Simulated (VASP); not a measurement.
Set up this calculation in VASP 6.6.1, as the native input.

| Property | Result |
| --- | --- |
| Task | single point |
| Functional | LDA |
| Potentials or basis | VASP PAW LDA potentials, release 64 (K_sv, I) |
| Cutoff | 520 eV |
| k mesh | 6 × 6 × 6 |
| Occupations | gaussian, width 0.02 eV |
| Spin | no spin polarisation |
| Dipole correction | no |
| Further INCAR settings | ALGO = Normal; EDIFF = 1e-06; NBANDS = 15 |

The structure of KI lies in POSCAR:

```
KI
1.0
    4.2732165460      0.0000000000      0.0000000000
    0.0000000000      4.2732165460      0.0000000000
    0.0000000000      0.0000000000      4.2732165460
K I
1 1
Direct
    0.0000000000      0.0000000000      0.0000000000
    0.5000000000      0.5000000000      0.5000000000
```

This cell differs from its parent crystal: functional LDA, strained.

These files were run (other wordings do the same):

INCAR

```
ALGO = Normal
EDIFF = 1E-6
ENCUT = 520
ISIF = 2
ISMEAR = 0
LASPH = True
LCHARG = True
LELF = True
LREAL = False
LVHAR = True
LWAVE = False
NBANDS = 15
NELM = 100
PREC = Accurate
SIGMA = 0.02
```

KPOINTS

```
k-points
0
Gamma
  6 6 6
```

Potentials or basis: VASP PAW LDA potentials, release 64 (K_sv, I).

The run is started by

```console
$ cat potpaw_LDA.64/K_sv/POTCAR potpaw_LDA.64/I/POTCAR > POTCAR
$ mpirun -np 1 vasp_std > vasp.out
```

Results of the run:

| Quantity | Value |
| --- | --- |
| Pressure | -1.6 GPa |
| Band gap on the k mesh | 3.03 eV, indirect (least direct gap 3.41 eV) |

Caveat: the cell differs from its parent crystal (functional LDA, strained); spin-orbit coupling is left out, which moves the levels of the heavy elements.

Run time: 11 s on 1 thread of Intel(R) Xeon(R) Platinum 8375C CPU @ 2.90GHz (Ice Lake) (shared host), peak memory 0.16 GiB.
